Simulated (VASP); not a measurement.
Here is a VASP 6.6.1 calculation.

The input INCAR:

```
SYSTEM = IrRh2
  ALGO = Fast
  EDIFF = 1E-7
  EDIFFG = -0.01
  ENCUT = 600
  GGA = PE
  IBRION = 2
  ISIF = 4
  ISMEAR = 0
  LASPH = .True.
  LCHARG = .False.
  LREAL = .False.
  LWAVE = .False.
  NELM = 60
  NSW = 50
  PREC = Accurate
  SIGMA = 0.1
```

File KPOINTS:

```
k-points
0
Gamma
  18 18 4
  0 0 0
```

File POSCAR:

```
IrRh2
1.0
    2.7589240260      0.0000000000      0.0000000000
   -1.3794620130      2.3892982936      0.0000000000
    0.0000000000      0.0000000000     13.3544592024
Ir Rh
2 4
Direct
    0.3333333333      0.6666666667      0.2500000000
    0.6666666667      0.3333333333      0.7500000000
    0.3333333333      0.6666666667      0.9159650000
    0.3333333333      0.6666666667      0.5840350000
    0.6666666667      0.3333333333      0.0840350000
    0.6666666667      0.3333333333      0.4159650000
```

Potentials or basis: VASP PAW PBE potentials, release 64 (Ir, Rh_pv).

Command:

```sh
$ cat potpaw_PBE.64/Ir/POTCAR potpaw_PBE.64/Rh_pv/POTCAR > POTCAR
$ mpirun -np 1 vasp_std > vasp.out
```

Q: What does it give for the band gap on the k mesh?

A: Zero (bands 39 and 40 overlap by 2.12 eV).

Final structure:
```xyz
6
Lattice="2.7596 0.0000 0.0000 -1.3798 2.3899 0.0000 0.0000 0.0000 13.3475" Properties=species:S:1:pos:R:3 pbc="T T T"
Ir    0.0000    1.5933    3.3369
Ir    1.3798    0.7966   10.0106
Rh    0.0000    1.5933   12.2237
Rh    0.0000    1.5933    7.7976
Rh    1.3798    0.7966    1.1238
Rh    1.3798    0.7966    5.5499
```

Caveat: spin-orbit coupling is left out, which moves the levels of the heavy elements.
